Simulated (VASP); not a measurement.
Here is a VASP 6.6.1 calculation.

Contents of INCAR:

```
PREC = Accurate
ENCUT = 520
EDIFF = 1E-6
ISMEAR = 0
SIGMA = 0.01
LREAL = False
LASPH = True
NELM = 60
ALGO = Normal
ISIF = 2
LWAVE = False
LCHARG = False
GGA = PS
NBANDS = 11
```

The input KPOINTS:

```
regular mesh
0
Gamma
  6 6 6
```

File POSCAR:

```
NaH
1.0
    2.9151849960      0.0000000000      0.0000000000
    0.0000000000      2.9151849960      0.0000000000
    0.0000000000      0.0000000000      2.9151849960
Na H
1 1
Direct
    0.0000000000      0.0000000000      0.0000000000
    0.5000000000      0.5000000000      0.5000000000
```

Potentials or basis: VASP PAW PBE potentials, release 64 (Na_pv, H).

Launch:

```sh
$ cat potpaw_PBE.64/Na_pv/POTCAR potpaw_PBE.64/H/POTCAR > POTCAR
$ mpirun -np 1 vasp_std > vasp.out
```

Problem. What does it give for the pressure?

Solution. 0.6 GPa.

Problem. What does it give for the band gap on the k mesh?

Solution. 0.79 eV, indirect (least direct gap 4.42 eV).

Caveat: the PAW data sets were made with another functional, which shifts forces and pressure a little. A hybrid or GW would open this gap; PBEsol tends to underestimate it.
